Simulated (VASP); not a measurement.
# HfB2 (P6/mmm) in VASP: a series of runs, part 2 of 2

VASP 6.6.1. The steps go on from the part before.

## Step 3: Electric field gradients, PBEsol (10.50 Å³/atom)

INCAR reads:

```
PREC     = Accurate       # precision mode
ENCUT    = 520            # plane-wave cutoff, eV
EDIFF    = 1E-8           # SCF threshold, eV
ISMEAR   = -1             # smearing method
SIGMA    = 0.05           # smearing width, eV
LREAL    = F              # projectors in reciprocal space
LASPH    = T              # aspherical terms in the spheres
NELM     = 60             # most SCF steps
ALGO     = Normal         # electronic algorithm
ISIF     = 2              # what is computed and relaxed
LWAVE    = F              # write WAVECAR
LCHARG   = F              # write CHGCAR
GGA      = PS             # functional
LEFG     = T            
NBANDS   = 15             # bands
```

KPOINTS reads:

```
regular mesh
0
Gamma
  13 13 11
```

POSCAR reads:

```
HfB2
1.0
    3.2015843649      0.0000000000      0.0000000000
   -1.6007921825      2.7726533923      0.0000000000
    0.0000000000      0.0000000000      3.5482526220
Hf B
1 2
Direct
    0.0000000000      0.0000000000      0.0000000000
    0.3333333333      0.6666666667      0.5000000000
    0.6666666667      0.3333333333      0.5000000000
```

Potentials or basis: VASP PAW PBE potentials, release 64 (Hf_pv, B).

The run is started by

```bash
$ cat potpaw_PBE.64/Hf_pv/POTCAR potpaw_PBE.64/B/POTCAR > POTCAR
$ mpirun -np 1 vasp_std > vasp.out
```

OUTCAR:

```text
PREC = Accurate
   ENCUT = 520
   EDIFF = 1E-8
   ISMEAR = -1
   LREAL = F
   LASPH = T
   NELM = 60
   ISIF = 2
   GGA = PS

 ion  position               nearest neighbor table
   1  0.000  0.000  0.000-   2 2.56   3 2.56   2 2.56   3 2.56   2 2.56   2 2.56   3 2.56   3 2.56
                             3 2.56   3 2.56   2 2.56   2 2.56
   2  0.333  0.667  0.500-   3 1.85   3 1.85   3 1.85   1 2.56   1 2.56   1 2.56   1 2.56   1 2.56
                             1 2.56
   3  0.667  0.333  0.500-   2 1.85   2 1.85   2 1.85   1 2.56   1 2.56   1 2.56   1 2.56   1 2.56
                             1 2.56

  LATTYP: Found a hexagonal cell.
 ALAT       =     3.2015843649
 C/A-ratio  =     1.1082802193

  Lattice vectors:

 A1 = (   3.2015843649,   0.0000000000,   0.0000000000)
 A2 = (  -1.6007921825,   2.7726533923,   0.0000000000)
 A3 = (   0.0000000000,   0.0000000000,   3.5482526220)

Analysis of symmetry for initial positions (statically):
=====================================================================
 Subroutine PRICEL returns:
 Original cell was already a primitive cell.

 Routine SETGRP: Setting up the symmetry group for a
 hexagonal supercell.

 Subroutine GETGRP returns: Found 24 space group operations
 (whereof 24 operations were pure point group operations)
 out of a pool of 24 trial point group operations.

The static configuration has the point symmetry D_6h.

Analysis of symmetry for dynamics (positions and initial velocities):
=====================================================================
 Subroutine PRICEL returns:
 Original cell was already a primitive cell.

 Routine SETGRP: Setting up the symmetry group for a
 hexagonal supercell.

 Subroutine GETGRP returns: Found 24 space group operations
 (whereof 24 operations were pure point group operations)
 out of a pool of 24 trial point group operations.

The dynamic configuration has the point symmetry D_6h.

 Subroutine INISYM returns: Found 24 space group operations
 (whereof 24 operations are pure point group operations),
 and found     1 'primitive' translations

----------------------------------------------------------------------------------------

                                     Primitive cell

  volume of cell :      31.4974

  direct lattice vectors                    reciprocal lattice vectors
     3.201584365  0.000000000  0.000000000     0.312345353  0.180332674  0.000000000
    -1.600792182  2.772653392  0.000000000     0.000000000  0.360665348  0.000000000
     0.000000000  0.000000000  3.548252622     0.000000000  0.000000000  0.281828862

  length of vectors
     3.201584365  3.201584365  3.548252622     0.360665348  0.360665348  0.281828862

  position of ions in fractional coordinates (direct lattice)
     0.000000000  0.000000000  0.000000000
     0.333333333  0.666666667  0.500000000
     0.666666667  0.333333333  0.500000000

  ion indices of the primitive-cell ions
   primitive index   ion index
                 1           1
                 2           2
                 3           3

[... 89 lines left out ...]
   IMIX   =      4    mixing-type and parameters
     AMIX     =   0.40;   BMIX     =  1.00
     AMIX_MAG =   1.60;   BMIX_MAG =  1.00
  volume/ion in A,a.u.               =      10.50        70.85
  Fermi-wavevector in a.u.,A,eV,Ry     =   1.306240  2.468437 23.215134  1.706264
  Thomas-Fermi vector in A             =   2.437056
   LORBIT       =      0    0 simple, 1 ext, 2 COOP (PROOUT), +10 PAW based schemes
   GGA     = PS    functional components
   LHFCALC =     F    Hartree Fock is set to
   AEXX    =    0.0000 exact exchange contribution
   IVDW    =     0    specifies the selected vdW correction
   LEPSILON=     F    determine dielectric tensor
   LRPA    =     F    only Hartree local field effects (RPA)
 non-spin polarized calculation
  energy-cutoff  :      520.00
  volume of cell :       31.50
 maximum number of plane-waves:       864
 NGX is ok and might be reduce to    24
   NGX = 11   NGY = 11   NGZ = 13

 number of electron      16.0000002 magnetization

 Free energy of the ion-electron system (eV)
  ---------------------------------------------------
  ext. energy  EPLUGINS =         0.00000000
  ---------------------------------------------------
  free energy    TOTEN  =       -27.73535163 eV

  energy without entropy =      -27.73354890  energy(sigma->0) =      -27.73445027

 E-fermi :   7.1665     XC(G=0): -12.4113

 val. band max:        7.1078646080   @ k =   0.0769   0.0000   0.2727
 cond. band min:       7.2081641464   @ k =   0.3077   0.1538   0.0000
 fundamental gap:      0.1002995384
 Fermi energy:         7.1664656382

 k-point     1 :       0.0000    0.0000    0.0000
  band No.  band energies     occupation
      1     -23.6631      2.00000
      2     -23.2257      2.00000
      3     -23.2257      2.00000
      4      -6.2892      2.00000
      5       4.2015      2.00000
      6       4.3320      2.00000
      7       4.3320      2.00000
      8       4.3425      2.00000
      9      10.8066      0.00000
     10      10.8066      0.00000
     11      11.4559      0.00000
     12      11.4559      0.00000
     13      11.7305      0.00000
     14      11.8560      0.00000
[... 401 lines left out ...]
      2     -23.3651      2.00000
      3     -23.2562      2.00000
      4      -5.7048      2.00000
      5       3.0534      2.00000
      6       3.3311      2.00000
      7       4.2892      2.00000
      8       5.2592      2.00000
      9       9.2026      0.00000
     10       9.6202      0.00000
     11      11.3724      0.00000
     12      11.5071      0.00000
     13      12.3009      0.00000
     14      13.5192      0.00000
     15      14.0247      0.00000

 [... further k-points ...]
[... 5 lines left out ...]
  --------------------------------------------------------------------------------------
  -------------------------------------------------------------------------------------
  Total       -3.4500965     -3.4500965     -3.3401214      0.0000000     -0.0000000      0.0000000
  in kB     -175.4958134   -175.4958134   -169.9017175      0.0000000     -0.0000000      0.0000000
  external PRESSURE =    -173.6311148 kB  Pullay stress =       0.0000000 kB

 VOLUME and BASIS-vectors are now :
 -----------------------------------------------------------------------------
  energy-cutoff  :      520.00
  volume of cell :       31.50
      direct lattice vectors                 reciprocal lattice vectors
     3.201584365  0.000000000  0.000000000     0.312345353  0.180332674  0.000000000
    -1.600792182  2.772653392  0.000000000     0.000000000  0.360665348  0.000000000
     0.000000000  0.000000000  3.548252622     0.000000000  0.000000000  0.281828862

 POSITION                                       TOTAL-FORCE (eV/Angst)
 -----------------------------------------------------------------------------------
      0.00000      0.00000      0.00000         0.000000      0.000000      0.000000
     -0.00000      1.84844      1.77413        -0.000000      0.000000     -0.000000
      1.60079      0.92422      1.77413         0.000000      0.000000      0.000000
 -----------------------------------------------------------------------------------
    total drift:                               -0.000000      0.000000     -0.000000

  FREE ENERGIE OF THE ION-ELECTRON SYSTEM (eV)
  ---------------------------------------------------
  free  energy   TOTEN  =       -27.7353516287 eV

  energy  without entropy=      -27.7335489031  energy(sigma->0) =      -27.73445027

 Electric field gradients (V/A^2)
---------------------------------------------------------------------
 ion       V_xx      V_yy      V_zz      V_xy      V_xz      V_yz
---------------------------------------------------------------------
   1     -38.754   -38.754    77.508     0.000    -0.000     0.000
   2      -0.831    -0.831     1.662    -0.000     0.000    -0.000
   3      -0.831    -0.831     1.662    -0.000     0.000     0.000
---------------------------------------------------------------------

 Electric field gradients after diagonalization (V/A^2)
 (convention: |V_zz| > |V_xx| > |V_yy|)
----------------------------------------------------------------------
 ion       V_xx      V_yy      V_zz     asymmetry (V_yy - V_xx)/ V_zz
----------------------------------------------------------------------
   1     -38.754   -38.753    77.508       0.000
   2      -0.831    -0.831     1.662       0.000
   3      -0.831    -0.831     1.662       0.000
----------------------------------------------------------------------

           NMR quadrupolar parameters

 Cq : quadrupolar parameter    Cq=e*Q*V_zz/h
 eta: asymmetry parameters     (V_yy - V_xx)/ V_zz
 Q  : nuclear electric quadrupole moment in mb (millibarn)
----------------------------------------------------------------------
 ion       Cq(MHz)       eta       Q (mb)
----------------------------------------------------------------------
   1       0.187       0.000       1.000
   2       0.004       0.000       1.000
   3       0.004       0.000       1.000
----------------------------------------------------------------------
```

It took 58 s on 1 thread of Intel Xeon 8259CL, shared host; peak memory 0.19 GiB.

Results:

| Property | Result |
| --- | --- |
| Free energy | -27.7354 eV |
| Pressure | -17.4 GPa |
| Band gap on the k mesh | zero (bands 8 and 9 overlap by 0.95 eV) |
| Largest electric field gradient by atom | Hf +77.5; B +1.7 V/Å² |

Electric field gradients, principal values (V/Å²):
```csv
atom,least,middle,greatest (by size)
1 Hf,-38.753,-38.754,77.508
2 B,-0.831,-0.831,1.662
3 B,-0.831,-0.831,1.662
```

Caveat: the cell stands under tension; without QUAD_EFG the Cq values of the log hold for a quadrupole moment of 1 mb, not for the nuclei; the PAW data sets were made with another functional, which shifts forces and pressure a little; spin-orbit coupling is left out, which moves the levels of the heavy elements.

## Step 4: Electric field gradients, PBEsol (9.31 Å³/atom)

This run uses another cell than the first one, of 9.31 Å³/atom.

INCAR reads:

```
SYSTEM = HfB2
PREC = Accurate
ENCUT = 520
EDIFF = 1E-8
ISMEAR = -1
SIGMA = 0.05
LREAL = .False.
LASPH = .True.
NELM = 80
ALGO = Normal
ISIF = 2
LWAVE = .False.
LCHARG = .False.
GGA = PS
LEFG = .True.
NBANDS = 15
```

KPOINTS reads:

```
regular mesh
0
Gamma
  13 13 11
  0 0 0
```

POSCAR reads:

```
HfB2
1.0
    3.0759004798      0.0000000000      0.0000000000
   -1.5379502400      2.6638079550      0.0000000000
    0.0000000000      0.0000000000      3.4089596583
Hf B
1 2
Direct
    0.0000000000      0.0000000000      0.0000000000
    0.3333333333      0.6666666667      0.5000000000
    0.6666666667      0.3333333333      0.5000000000
```

Potentials or basis: VASP PAW PBE potentials, release 64 (Hf_pv, B).

The run is started by

```bash
$ cat potpaw_PBE.64/Hf_pv/POTCAR potpaw_PBE.64/B/POTCAR > POTCAR
$ mpirun -np 1 vasp_std > vasp.out
```

OUTCAR:

```text
SYSTEM = HfB2
   PREC = Accurate
   ENCUT = 520
   EDIFF = 1E-8
   ISMEAR = -1
   LREAL = .False.
   LASPH = .True.
   NELM = 80
   ISIF = 2
   GGA = PS

 ion  position               nearest neighbor table
   1  0.000  0.000  0.000-   2 2.46   3 2.46   2 2.46   3 2.46   3 2.46   3 2.46   2 2.46   2 2.46
                             3 2.46   3 2.46   2 2.46   2 2.46
   2  0.333  0.667  0.500-   3 1.78   3 1.78   3 1.78   1 2.46   1 2.46   1 2.46   1 2.46   1 2.46
                             1 2.46
   3  0.667  0.333  0.500-   2 1.78   2 1.78   2 1.78   1 2.46   1 2.46   1 2.46   1 2.46   1 2.46
                             1 2.46

  LATTYP: Found a hexagonal cell.
[... 661 lines left out ...]
 ion       V_xx      V_yy      V_zz      V_xy      V_xz      V_yz
---------------------------------------------------------------------
   1     -41.291   -41.292    82.583    -0.000     0.000    -0.000
   2      -0.837    -0.837     1.674    -0.000     0.000    -0.000
   3      -0.837    -0.837     1.674    -0.000     0.000     0.000
---------------------------------------------------------------------

 Electric field gradients after diagonalization (V/A^2)
 (convention: |V_zz| > |V_xx| > |V_yy|)
----------------------------------------------------------------------
 ion       V_xx      V_yy      V_zz     asymmetry (V_yy - V_xx)/ V_zz
----------------------------------------------------------------------
   1     -41.292   -41.291    82.583       0.000
   2      -0.837    -0.837     1.674       0.000
   3      -0.837    -0.837     1.674       0.000
----------------------------------------------------------------------

           NMR quadrupolar parameters

 Cq : quadrupolar parameter    Cq=e*Q*V_zz/h
 eta: asymmetry parameters     (V_yy - V_xx)/ V_zz
 Q  : nuclear electric quadrupole moment in mb (millibarn)
----------------------------------------------------------------------
 ion       Cq(MHz)       eta       Q (mb)
----------------------------------------------------------------------
   1       0.200       0.000       1.000
   2       0.004       0.000       1.000
   3       0.004       0.000       1.000
----------------------------------------------------------------------
```

Run time: 84 s. Hardware: 1 thread of Intel Xeon 8259CL, shared host; peak memory 0.18 GiB.

What came out:

| Property | Result |
| --- | --- |
| Free energy | -27.8169 eV |
| Pressure | 12.9 GPa |
| Band gap on the k mesh | zero (bands 8 and 9 overlap by 1.09 eV) |
| Largest electric field gradient by atom | Hf +82.6; B +1.7 V/Å² |

Levels at points of the mesh, in eV from the Fermi level:
```csv
k point,band 5,band 6,band 7,band 8,band 9,band 10,band 11,band 12
"(0.00, 0.00, 0.00)",-3.27,-3.09,-3.09,-2.79,4.24,4.24,4.94,4.94
```

Electric field gradients, principal values (V/Å²):
| atom | least | middle | greatest (by size) |
| --- | --- | --- | --- |
| 1 Hf | -41.291 | -41.292 | 82.583 |
| 2 B | -0.837 | -0.837 | 1.674 |
| 3 B | -0.837 | -0.837 | 1.674 |

Caveat: the cell stands under pressure; without QUAD_EFG the Cq values of the log hold for a quadrupole moment of 1 mb, not for the nuclei; the PAW data sets were made with another functional, which shifts forces and pressure a little; spin-orbit coupling is left out, which moves the levels of the heavy elements.

## Step 5: Electric field gradients, PBEsol (9.71 Å³/atom)

This run uses another cell than the first one, of 9.71 Å³/atom.

INCAR reads:

```
ALGO     = Normal         # electronic algorithm
EDIFF    = 1E-8           # SCF threshold, eV
ENCUT    = 520            # plane-wave cutoff, eV
GGA      = PS             # functional
ISIF     = 2              # what is computed and relaxed
ISMEAR   = -1             # smearing method
LASPH    = True           # aspherical terms in the spheres
LCHARG   = False          # write CHGCAR
LEFG     = True         
LREAL    = False          # projectors in reciprocal space
LWAVE    = False          # write WAVECAR
NBANDS   = 15             # bands
NELM     = 100            # most SCF steps
PREC     = Accurate       # precision mode
SIGMA    = 0.05           # smearing width, eV
```

KPOINTS reads:

```
k-points
0
Gamma
  13 13 11
```

POSCAR reads:

```
HfB2
1.0
    3.1189256393      0.0000000000      0.0000000000
   -1.5594628197      2.7010688362      0.0000000000
    0.0000000000      0.0000000000      3.4566435916
Hf B
1 2
Direct
    0.0000000000      0.0000000000      0.0000000000
    0.3333333333      0.6666666667      0.5000000000
    0.6666666667      0.3333333333      0.5000000000
```

Potentials or basis: VASP PAW PBE potentials, release 64 (Hf_pv, B).

The run is started by

```bash
$ cat potpaw_PBE.64/Hf_pv/POTCAR potpaw_PBE.64/B/POTCAR > POTCAR
$ mpirun -np 1 vasp_std > vasp.out
```

OUTCAR:

```text
EDIFF = 1E-8
   ENCUT = 520
   GGA = PS
   ISIF = 2
   ISMEAR = -1
   LASPH = True
   LREAL = False
   NELM = 100
   PREC = Accurate

 ion  position               nearest neighbor table
   1  0.000  0.000  0.000-   2 2.50   3 2.50   2 2.50   3 2.50   3 2.50   3 2.50   2 2.50   2 2.50
                             3 2.50   3 2.50   2 2.50   2 2.50
   2  0.333  0.667  0.500-   3 1.80   3 1.80   3 1.80   1 2.50   1 2.50   1 2.50   1 2.50   1 2.50
                             1 2.50
   3  0.667  0.333  0.500-   2 1.80   2 1.80   2 1.80   1 2.50   1 2.50   1 2.50   1 2.50   1 2.50
                             1 2.50

  LATTYP: Found a hexagonal cell.
 ALAT       =     3.1189256393
 C/A-ratio  =     1.1082802193
[... 659 lines left out ...]
 ion       V_xx      V_yy      V_zz      V_xy      V_xz      V_yz
---------------------------------------------------------------------
   1     -40.482   -40.483    80.965    -0.000     0.000     0.000
   2      -0.838    -0.838     1.676    -0.000     0.000     0.000
   3      -0.838    -0.838     1.676    -0.000     0.000     0.000
---------------------------------------------------------------------

 Electric field gradients after diagonalization (V/A^2)
 (convention: |V_zz| > |V_xx| > |V_yy|)
----------------------------------------------------------------------
 ion       V_xx      V_yy      V_zz     asymmetry (V_yy - V_xx)/ V_zz
----------------------------------------------------------------------
   1     -40.483   -40.482    80.965       0.000
   2      -0.838    -0.838     1.676       0.000
   3      -0.838    -0.838     1.676       0.000
----------------------------------------------------------------------

           NMR quadrupolar parameters

 Cq : quadrupolar parameter    Cq=e*Q*V_zz/h
 eta: asymmetry parameters     (V_yy - V_xx)/ V_zz
 Q  : nuclear electric quadrupole moment in mb (millibarn)
----------------------------------------------------------------------
 ion       Cq(MHz)       eta       Q (mb)
----------------------------------------------------------------------
   1       0.196       0.000       1.000
   2       0.004       0.000       1.000
   3       0.004       0.000       1.000
----------------------------------------------------------------------
```

It took 87 s on 1 thread of Intel Xeon 8259CL, shared host; peak memory 0.18 GiB.

Results:

| Item | Value |
| --- | --- |
| Free energy | -27.8665 eV |
| Pressure | 0.7 GPa |
| Band gap on the k mesh | zero (bands 8 and 9 overlap by 1.04 eV) |
| Largest electric field gradient by atom | Hf +81.0; B +1.7 V/Å² |

Stress tensor (GPa, compression positive):
```
 1.32  0.00  0.00
 0.00  1.32  0.00
 0.00  0.00 -0.44
```

Electric field gradients, principal values (V/Å²):
```tsv
atom	least	middle	greatest (by size)
1 Hf	-40.482	-40.483	80.965
2 B	-0.838	-0.838	1.676
3 B	-0.838	-0.838	1.676
```

Caveat: without QUAD_EFG the Cq values of the log hold for a quadrupole moment of 1 mb, not for the nuclei; the PAW data sets were made with another functional, which shifts forces and pressure a little; spin-orbit coupling is left out, which moves the levels of the heavy elements.

## Step 6: Summary

| cell | gap on the mesh (eV) | pressure (GPa) |
| --- | --- | --- |
| a = 3.202, b = 3.202, c = 3.548 Å, angles 90.0, 90.0, 120.0°, 3 atoms | none | -17.4 |
| a = 3.076, b = 3.076, c = 3.409 Å, angles 90.0, 90.0, 120.0°, 3 atoms | none | 12.9 |
| a = 3.119, b = 3.119, c = 3.457 Å, angles 90.0, 90.0, 120.0°, 3 atoms | none | 0.7 |

Alike in all rows: task electric field gradients; level PBEsol; potentials or basis VASP PAW PBE potentials, release 64 (Hf_pv, B); no spin polarisation; k mesh 13 × 13 × 11; cutoff (eV) 520; smearing fermi-dirac 0.05 eV.

Caveats: the PAW data sets were made with another functional, which shifts forces and pressure a little; spin-orbit coupling is left out, which moves the levels of the heavy elements; the cell stands under tension (at least some runs); the cell stands under pressure (at least some runs).

Absolute energies hang on the potentials; compare differences alone.
